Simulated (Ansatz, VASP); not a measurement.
Two plane-wave programs on P3C2

File INCAR:

```
PREC = Accurate ; ENCUT = 520
EDIFF = 1E-7 ; ISMEAR = 0
SIGMA = 0.1 ; LREAL = False
LASPH = True ; NELM = 60
ALGO = Normal ; ISIF = 2
LWAVE = False ; LCHARG = False
GGA = PE ; NBANDS = 20
```

Contents of KPOINTS:

```
Automatic mesh
0
Gamma
  6 6 6
```

File POSCAR:

```
P3C2
1.0
    1.6402266200      0.9469852800      7.9526654800
   -1.6402266200      0.9469852800      7.9526654800
    0.0000000000     -1.8939705600      7.9526654800
P C
3 2
Direct
    0.7794186500      0.7794186500      0.7794186500
    0.2205813500      0.2205813500      0.2205813500
    0.0000000000      0.0000000000      0.0000000000
    0.6119155300      0.6119155300      0.6119155300
    0.3880844700      0.3880844700      0.3880844700
```

Input for Ansatz:

```yaml
crystal:
  lattice:
    - [1.64022662, 0.94698528, 7.95266548]
    - [-1.64022662, 0.94698528, 7.95266548]
    - [0.0, -1.89397056, 7.95266548]
  atoms:
    - { symbol: P, position: [0.77941865, 0.77941865, 0.77941865] }
    - { symbol: P, position: [0.22058135, 0.22058135, 0.22058135] }
    - { symbol: P, position: [0.0, 0.0, 0.0] }
    - { symbol: C, position: [0.61191553, 0.61191553, 0.61191553] }
    - { symbol: C, position: [0.38808447, 0.38808447, 0.38808447] }
basis:
  ecutwfc: 420
kpoints:
  mp_grid: { grid: [6, 6, 6] }
hamiltonian:
  xc: pbe
scf:
  occupations: { method: gaussian, width: 0.1 }
  lower_state_search: "off"
output:
  forces: true
  stress: true
  eigenvalues: true
```

Change from the starting cell: species swapped into the Hf3N2 type (R-3m, No. 166).

Alike in both runs: task single point; functional PBE; k mesh 6 × 6 × 6; occupations gaussian, width 0.1 eV; no spin polarisation.

```csv
,VASP,Ansatz
version,VASP 6.6.1,Ansatz 0.2.0
potentials or method,"VASP PAW PBE potentials, release 64 (P, C), cutoff 520 eV","scalar-relativistic, plane waves, PAW"
valence electrons in the cell,23,23
```

|  | VASP | Ansatz | Ansatz less VASP |
| --- | --- | --- | --- |
| gap on the k mesh at the Fermi level (eV) | none | none | - |
| pressure (GPa) | -26.0 | -26.0 | +0.07 |
| traceless stress, the component that is largest in VASP (GPa) | -1.79 | -1.81 | -0.015 |
| rms of the force components (eV/Å) | 0.914 | 0.909 | -0.0047 |

Atom by atom the forces differ by 0.005 eV/Å (rms over components). A gap of «none» marks a metal or a gap that the smearing closes.

The k mesh is coarse, so the values compare programs but aren't converged.
